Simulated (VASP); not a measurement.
# Y (Im-3m) in VASP: relaxation of cell and atoms with r2SCAN

Aim: the relaxation of cell and atoms of Y with r2SCAN.

Everything below comes from runs of VASP 6.6.1. Logs are shortened: lines on timing, memory, paths and dates and some standing lists are left out, and cuts for length are marked.

## Step 1: The cell of the first run

Symmetry: Im-3m, No. 229, cubic system. Conventional cell: a = 4.040 Å, b = 4.040 Å, c = 4.040 Å, α = 90.00°, β = 90.00°, γ = 90.00°. Y (site symmetry m-3m) has 14 Y at 3.50 to 4.04 Å within 4.6 Å.

This isn't the form of Y at room conditions, which is hcp.

## Step 2: Relaxation of cell and atoms, r2SCAN

POSCAR reads:

```
Y
1.0
   -2.0200000000      2.0200000000      2.0200000000
    2.0200000000     -2.0200000000      2.0200000000
    2.0200000000      2.0200000000     -2.0200000000
Y
1
Direct
    0.0000000000      0.0000000000      0.0000000000
```

INCAR.step1 reads:

```
ALGO = Normal
EDIFF = 1E-5
EDIFFG = -0.005
ENCUT = 550
GGA = PE
GGA_COMPAT = F
IBRION = 2
ISIF = 3
ISMEAR = -1
LASPH = T
LCHARG = F
LREAL = F
LWAVE = T
NELM = 120
NELMIN = 4
NSW = 100
PREC = Accurate
SIGMA = 0.1
```

INCAR.step2 reads:

```
ALGO = Normal
EDIFF = 1E-7
EDIFFG = -0.01
ENCUT = 550
GGA_COMPAT = F
IBRION = 2
ISIF = 3
ISMEAR = -1
ISTART = 1
LASPH = T
LCHARG = F
LMIXTAU = T
LREAL = F
LWAVE = F
METAGGA = R2SCAN
NELM = 120
NELMIN = 4
NSW = 80
PREC = Accurate
SIGMA = 0.1
```

KPOINTS reads:

```
k-points
0
Gamma
  9 9 9
```

Potentials or basis: VASP PAW PBE potentials, release 64 (Y_sv).

Launch:

```console
cat potpaw_PBE.64/Y_sv/POTCAR > POTCAR
cp INCAR.step1 INCAR
mpirun -np 1 vasp_std > vasp.out
cp INCAR.step2 INCAR
mpirun -np 1 vasp_std > vasp.out
```

OUTCAR:

```text
EDIFF = 1E-7
   EDIFFG = -0.01
   ENCUT = 550
   IBRION = 2
   ISIF = 3
   ISMEAR = -1
   ISTART = 1
   LASPH = T
   LREAL = F
   METAGGA = R2SCAN
   NELM = 120
   NELMIN = 4
   NSW = 80
   PREC = Accurate

 ion  position               nearest neighbor table
   1  0.000  0.000  0.000-

  LATTYP: Found a body centered cubic cell.
 ALAT       =     4.0400000000

  Lattice vectors:

 A1 = (  -2.0200000000,   2.0200000000,   2.0200000000)
 A2 = (   2.0200000000,  -2.0200000000,   2.0200000000)
 A3 = (   2.0200000000,   2.0200000000,  -2.0200000000)

Analysis of symmetry for initial positions (statically):
=====================================================================
 Subroutine PRICEL returns:
 Original cell was already a primitive cell.

 Routine SETGRP: Setting up the symmetry group for a
 body centered cubic supercell.

 Subroutine GETGRP returns: Found 48 space group operations
 (whereof 48 operations were pure point group operations)
 out of a pool of 48 trial point group operations.

The static configuration has the point symmetry O_h .

Analysis of symmetry for dynamics (positions and initial velocities):
=====================================================================
 Subroutine PRICEL returns:
 Original cell was already a primitive cell.

 Routine SETGRP: Setting up the symmetry group for a
 body centered cubic supercell.

 Subroutine GETGRP returns: Found 48 space group operations
 (whereof 48 operations were pure point group operations)
 out of a pool of 48 trial point group operations.

The dynamic configuration has the point symmetry O_h .

 Subroutine INISYM returns: Found 48 space group operations
 (whereof 48 operations are pure point group operations),
 and found     1 'primitive' translations

----------------------------------------------------------------------------------------

                                     Primitive cell

  volume of cell :      32.9696

  direct lattice vectors                    reciprocal lattice vectors
    -2.020000000  2.020000000  2.020000000     0.000000000  0.247524752  0.247524752
     2.020000000 -2.020000000  2.020000000     0.247524752  0.000000000  0.247524752
     2.020000000  2.020000000 -2.020000000     0.247524752  0.247524752  0.000000000

  length of vectors
     3.498742631  3.498742631  3.498742631     0.350052862  0.350052862  0.350052862

  position of ions in fractional coordinates (direct lattice)
     0.000000000  0.000000000  0.000000000

  ion indices of the primitive-cell ions
   primitive index   ion index
                 1           1

----------------------------------------------------------------------------------------

 KPOINTS: k-points

Automatic generation of k-mesh.
 Grid dimensions read from file:
 generate k-points for:    9    9    9

 Generating k-lattice:

  Cartesian coordinates                     Fractional coordinates (reciprocal lattice)
     0.000000000  0.027502750  0.027502750     0.111111111  0.000000000  0.000000000
     0.027502750  0.000000000  0.027502750     0.000000000  0.111111111  0.000000000
     0.027502750  0.027502750  0.000000000     0.000000000  0.000000000  0.111111111

  Length of vectors
     0.038894762  0.038894762  0.038894762

  Shift w.r.t. Gamma in fractional coordinates (k-lattice)
     0.000000000  0.000000000  0.000000000

 Subroutine IBZKPT returns following result:
 ===========================================

 Found     35 irreducible k-points:

 Following reciprocal coordinates:
            Coordinates               Weight
  0.000000  0.000000  0.000000      1.000000
  0.111111  0.000000  0.000000     12.000000
  0.222222  0.000000  0.000000     12.000000
  0.333333  0.000000  0.000000     12.000000
  0.444444  0.000000  0.000000     12.000000
  0.111111  0.111111  0.000000     24.000000
[... 16 lines left out ...]
 -0.333333  0.444444  0.111111     48.000000
 -0.444444 -0.444444  0.111111     24.000000
 [... further k-points ...]
   k-points           NKPTS =     35   k-points in BZ     NKDIM =     35   number of bands    NBANDS=      9
   number of dos      NEDOS =    301   number of ions     NIONS =      1
   total plane-waves  NPLWV =  21952
   dimension x,y,z NGX =    28 NGY =   28 NGZ =   28
   dimension x,y,z NGXF=    56 NGYF=   56 NGZF=   56
   ions per type =               1
   NGX,Y,Z   is equivalent  to a cutoff of  13.30, 13.30, 13.30 a.u.
   NGXF,Y,Z  is equivalent  to a cutoff of  26.61, 26.61, 26.61 a.u.
 SYSTEM =  unknown system
   PREC   = accura    normal or accurate (medium, high low for compatibility)
   ISTART =      1    job   : 0-new  1-cont  2-samecut
   ICHARG =      0    charge: 1-file 2-atom 10-const
   ISPIN  =      1    spin polarized calculation?
   LNONCOLLINEAR =      F non collinear calculations
   LSORBIT =      F    spin-orbit coupling
   LASPH  =      T    aspherical Exc in radial PAW
   ENCUT  =  550.0 eV  40.42 Ry    6.36 a.u.   6.69  6.69  6.69*2*pi/ulx,y,z
   NELM   =    120;   NELMIN=  4; NELMDL=  0     # of ELM steps
   EDIFF  = 0.1E-06   stopping-criterion for ELM
   LREAL  =      F    real-space projection
   EDIFFG = -.1E-01   stopping-criterion for IOM
   NSW    =     80    number of steps for IOM
   IBRION =      2    ionic relax: 0-MD 1-quasi-New 2-CG
   NFREE  =      1    steps in history (QN), initial steepest desc. (CG)
   ISIF   =      3    stress and relaxation
   ISYM   =      2    0-nonsym 1-usesym 2-fastsym
   POTIM  = 0.5000    time-step for ionic-motion
   TEBEG  =    0.0;   TEEND  =   0.0 temperature during run
   PSTRESS=    0.0 pullay stress
   NELECT =      11.0000    total number of electrons
   NUPDOWN=      -1.0000    fix difference up-down
   EMIN   =  10.00;   EMAX   =-10.00  energy-range for DOS
   EFERMI =   0.00;   METHOD = LEGACY
   ISMEAR =    -1;   SIGMA  =   0.10  broadening in eV -4-tet -1-fermi 0-gaus
   EFERMI_NEDOS =   21; number of points for ismear=-14 and -15
   IALGO  =     38    algorithm
   IMIX   =      4    mixing-type and parameters
     AMIX     =   0.40;   BMIX     =  1.00
     AMIX_MAG =   1.60;   BMIX_MAG =  1.00
  volume/ion in A,a.u.               =      32.97       222.49
  Fermi-wavevector in a.u.,A,eV,Ry     =   1.135449  2.145688 17.541240  1.289245
  Thomas-Fermi vector in A             =   2.272154
   LORBIT       =      0    0 simple, 1 ext, 2 COOP (PROOUT), +10 PAW based schemes
   METAGGA = R2SCAN    functional components
   LHFCALC =     F    Hartree Fock is set to
   AEXX    =    0.0000 exact exchange contribution
   IVDW    =     0    specifies the selected vdW correction
   LEPSILON=     F    determine dielectric tensor
   LRPA    =     F    only Hartree local field effects (RPA)
 conjugate gradient relaxation of ions
 non-spin polarized calculation
  energy-cutoff  :      550.00
  volume of cell :       32.97
 maximum number of plane-waves:       975
   NGX = 13   NGY = 13   NGZ = 13

--------------------------------------- Ionic step        1  -------------------------------------------

 number of electron      11.0000001 magnetization

 Free energy of the ion-electron system (eV)
  ---------------------------------------------------
  ext. energy  EPLUGINS =         0.00000000
  ---------------------------------------------------
  free energy    TOTEN  =       -20.20842735 eV

  energy without entropy =      -20.13883616  energy(sigma->0) =      -20.17363176

 E-fermi :   3.1701     XC(G=0): -10.0442

 val. band max:        3.1622929974   @ k =   0.3333   0.2222   0.1111
 cond. band min:       3.2209923390   @ k =   0.2222   0.2222   0.0000
 fundamental gap:      0.0586993416
 Fermi energy:         3.1701084839

 k-point     1 :       0.0000    0.0000    0.0000
  band No.  band energies     occupation
      1     -41.2264      2.00000
      2     -20.2634      2.00000
      3     -20.2634      2.00000
      4     -20.2634      2.00000
      5      -1.8654      2.00000
      6       5.1538      0.00000
      7       5.1538      0.00000
      8       5.1538      0.00000
      9       6.9957      0.00000

 k-point     2 :       0.1111    0.0000    0.0000
  band No.  band energies     occupation
      1     -41.2181      2.00000
      2     -20.3324      2.00000
      3     -20.2843      2.00000
      4     -20.2638      2.00000
      5      -1.5380      2.00000
      6       4.9065      0.00000
      7       4.9905      0.00000
      8       5.4677      0.00000
      9       6.6878      0.00000
[... 321 lines left out ...]
 POSITION                                       TOTAL-FORCE (eV/Angst)
 -----------------------------------------------------------------------------------
      0.00000      0.00000      4.07817         0.000000     -0.000000      0.000000
 -----------------------------------------------------------------------------------
    total drift:                                0.000000     -0.000000      0.000000

  FREE ENERGIE OF THE ION-ELECTRON SYSTEM (eV)
  ---------------------------------------------------
  free  energy   TOTEN  =       -20.2107038213 eV

  energy  without entropy=      -20.1393302709  energy(sigma->0) =      -20.17501705

--------------------------------------- Ionic step        3  -------------------------------------------

 number of electron      10.9999999 magnetization

 Free energy of the ion-electron system (eV)
  ---------------------------------------------------
  ext. energy  EPLUGINS =         0.00000000
  ---------------------------------------------------
  free energy    TOTEN  =       -20.21077355 eV

  energy without entropy =      -20.13965117  energy(sigma->0) =      -20.17521236

 E-fermi :   3.0480     XC(G=0):  -9.9449

 val. band max:        3.0243197379   @ k =  -0.3333   0.3333   0.2222
 cond. band min:       3.1124567539   @ k =   0.2222   0.2222   0.0000
 fundamental gap:      0.0881370160
 Fermi energy:         3.0480059729

 k-point     1 :       0.0000    0.0000    0.0000
  band No.  band energies     occupation
      1     -41.4110      2.00000
      2     -20.4628      2.00000
      3     -20.4628      2.00000
      4     -20.4628      2.00000
      5      -1.9470      2.00000
      6       5.0031      0.00000
      7       5.0031      0.00000
      8       5.0031      0.00000
      9       6.8029      0.00000

 k-point     2 :       0.1111    0.0000    0.0000
  band No.  band energies     occupation
      1     -41.4036      2.00000
      2     -20.5263      2.00000
      3     -20.4821      2.00000
      4     -20.4632      2.00000
      5      -1.6277      2.00000
      6       4.7637      0.00000
      7       4.8451      0.00000
      8       5.3080      0.00000
      9       6.5061      0.00000
[... 286 lines left out ...]
 POSITION                                       TOTAL-FORCE (eV/Angst)
 -----------------------------------------------------------------------------------
      0.00000      0.00000     -0.00000         0.000000     -0.000000     -0.000000
 -----------------------------------------------------------------------------------
    total drift:                               -0.000000     -0.000000     -0.000000

  FREE ENERGIE OF THE ION-ELECTRON SYSTEM (eV)
  ---------------------------------------------------
  free  energy   TOTEN  =       -20.2107735490 eV

  energy  without entropy=      -20.1396511706  energy(sigma->0) =      -20.17521236

 reached required accuracy - stopping structural energy minimisation
```

Run time: 3.3 min. Hardware: 1 thread of Intel Xeon Platinum 8259CL at 2.50GHz (Skylake/Cascade Lake), shared host; peak memory 0.18 GiB.

Results:

```yaml
Free_energy: -20.2108 eV
Relaxed_volume: 33.77 Å³/atom
Relaxed_cell: a = 3.527 Å, b = 3.527 Å, c = 3.527 Å, α = 109.47°, β = 109.47°, γ = 109.47°
Space_group_after_relaxing_to_0.1_Å: Im-3m (No. 229)
Energy_gained_by_relaxing: 2.3 meV/atom
Ionic_steps: 3
Pressure_after_relaxing: 0.0 GPa
Band_gap_on_the_k_mesh: zero (an odd number of electrons rules out a gap without spin polarisation)
```

The path:
```tsv
step	energy change (eV)	largest force (eV/Å)	pressure (GPa)	volume (Å³)
1	0.0000	0.0000	0.95	32.97
2	-0.0023	0.0000	-0.16	33.91
3	-0.0023	0.0000	0.00	33.77
```

Final structure:
```yaml
crystal:
  lattice:
    - [-2.03627, 2.03627, 2.03627]
    - [2.03627, -2.03627, 2.03627]
    - [2.03627, 2.03627, -2.03627]
  atoms:
    - { symbol: Y, position: [0.00000, 0.00000, 0.00000] }
```

Caveat: the PAW data sets were made with another functional, which shifts forces and pressure a little.
